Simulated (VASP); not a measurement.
A run of VASP 6.6.1:

File INCAR:

```
ALGO = Normal
EDIFF = 1E-7
ENCUT = 520
GGA = PE
ISIF = 2
ISMEAR = 1
LASPH = T
LCHARG = F
LREAL = Auto
LUSENCCL = F
LWAVE = F
NBANDS = 390
NELM = 100
PREC = Accurate
SIGMA = 0.1
```

Contents of KPOINTS:

```
k-points
0
Gamma
  2 2 2
```

File POSCAR:

```
Cu
1.0
    0.0000000000      7.2607001269      7.2607001269
    7.2607001269      0.0000000000      7.2607001269
    7.2607001269      7.2607001269      0.0000000000
Cu
64
Direct
    0.0000000000      0.0000000000      0.0000000000
    0.0000000000      0.0000000000      0.2500000000
    0.0000000000      0.0000000000      0.5000000000
    0.0000000000      0.0000000000      0.7500000000
    0.0000000000      0.2500000000      0.0000000000
    0.0000000000      0.2500000000      0.2500000000
    0.0000000000      0.2500000000      0.5000000000
    0.0000000000      0.2500000000      0.7500000000
    0.0000000000      0.5000000000      0.0000000000
    0.0000000000      0.5000000000      0.2500000000
    0.0000000000      0.5000000000      0.5000000000
    0.0000000000      0.5000000000      0.7500000000
    0.0000000000      0.7500000000      0.0000000000
    0.0000000000      0.7500000000      0.2500000000
    0.0000000000      0.7500000000      0.5000000000
    0.0000000000      0.7500000000      0.7500000000
    0.2500000000      0.0000000000      0.0000000000
    0.2500000000      0.0000000000      0.2500000000
    0.2500000000      0.0000000000      0.5000000000
    0.2500000000      0.0000000000      0.7500000000
    0.2500000000      0.2500000000      0.0000000000
    0.2500000000      0.2500000000      0.2500000000
    0.2500000000      0.2500000000      0.5000000000
    0.2500000000      0.2500000000      0.7500000000
    0.2500000000      0.5000000000      0.0000000000
    0.2500000000      0.5000000000      0.2500000000
    0.2500000000      0.5000000000      0.5000000000
    0.2500000000      0.5000000000      0.7500000000
    0.2500000000      0.7500000000      0.0000000000
    0.2500000000      0.7500000000      0.2500000000
    0.2500000000      0.7500000000      0.5000000000
    0.2500000000      0.7500000000      0.7500000000
    0.5000000000      0.0000000000      0.0000000000
    0.5000000000      0.0000000000      0.2500000000
    0.5000000000      0.0000000000      0.5000000000
    0.5000000000      0.0000000000      0.7500000000
    0.5000000000      0.2500000000      0.0000000000
    0.5000000000      0.2500000000      0.2500000000
    0.5000000000      0.2500000000      0.5000000000
    0.5000000000      0.2500000000      0.7500000000
    0.5000000000      0.5000000000      0.0000000000
    0.5000000000      0.5000000000      0.2500000000
    0.5000000000      0.5000000000      0.5000000000
    0.5000000000      0.5000000000      0.7500000000
    0.5000000000      0.7500000000      0.0000000000
    0.5000000000      0.7500000000      0.2500000000
    0.5000000000      0.7500000000      0.5000000000
    0.5000000000      0.7500000000      0.7500000000
    0.7500000000      0.0000000000      0.0000000000
    0.7500000000      0.0000000000      0.2500000000
    0.7500000000      0.0000000000      0.5000000000
    0.7500000000      0.0000000000      0.7500000000
    0.7500000000      0.2500000000      0.0000000000
    0.7500000000      0.2500000000      0.2500000000
    0.7500000000      0.2500000000      0.5000000000
    0.7500000000      0.2500000000      0.7500000000
    0.7500000000      0.5000000000      0.0000000000
    0.7500000000      0.5000000000      0.2500000000
    0.7500000000      0.5000000000      0.5000000000
    0.7500000000      0.5000000000      0.7500000000
    0.7500000000      0.7500000000      0.0000000000
    0.7500000000      0.7500000000      0.2500000000
    0.7500000000      0.7500000000      0.5000000000
    0.7500000000      0.7500000000      0.7500000000
```

Potentials or basis: VASP PAW PBE potentials, release 64 (Cu).

Command:

```console
$ cat potpaw_PBE.64/Cu/POTCAR > POTCAR
$ mpirun -np 1 vasp_std > vasp.out
```

Hardware: 1 × NVIDIA H100 80GB with 1 thread of AMD EPYC 7R13 Processor (Zen 3), on a shared host.

Question: How long does it take, and how much memory?

Answer: Wall time 2.3 min on 1 × NVIDIA H100 80GB with 1 thread of AMD EPYC 7R13 Processor (Zen 3), on a shared host, peak memory 2.1 GiB. Counts: scf iterations 18, k points 3.
